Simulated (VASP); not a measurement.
Runs of VASP 6.6.1 on Sb. The structure is that of space group R-3m (No. 166), or close to it. The cells are those of the table. 

```tsv
task	cell	k mesh	cutoff (eV)	smearing	gap on the mesh (eV)	pressure (GPa)	largest force (eV/Å)
relaxation of cell and atoms	relaxed from a = 4.507 Å, angles 57.1°, 2 atoms	9 × 9 × 9	600	fermi-dirac 0.1 eV	0.14	0.0	-
single point	a = 4.612 Å, angles 56.2°, 2 atoms	2 × 2 × 2	520	fermi-dirac 0.1 eV	0.20	6.5	1.92
single point	a = 4.612 Å, angles 56.2°, 2 atoms	9 × 9 × 9	520	fermi-dirac 0.1 eV	0.13	0.1	0.05
single point	a = 4.612 Å, angles 56.2°, 2 atoms	9 × 9 × 9	520	methfessel-paxton 0.01 eV	0.13	0.1	0.05
single point	a = 4.612 Å, angles 56.2°, 2 atoms	3 × 3 × 3	520	fermi-dirac 0.1 eV	1.28	(b)	(a)
```

Alike in all rows: level r2SCAN; potentials or basis VASP PAW PBE potentials, release 64 (Sb); no spin polarisation.

Estimate the missing entries.

(a) 0.21; (b) 0.7.

Caveats: some runs use coarse meshes; the PAW data sets were made with another functional, which shifts forces and pressure a little; spin-orbit coupling is left out, which moves the levels of the heavy elements.

A k mesh can miss the band edges, and the runs leave out spin-orbit coupling on Sb.
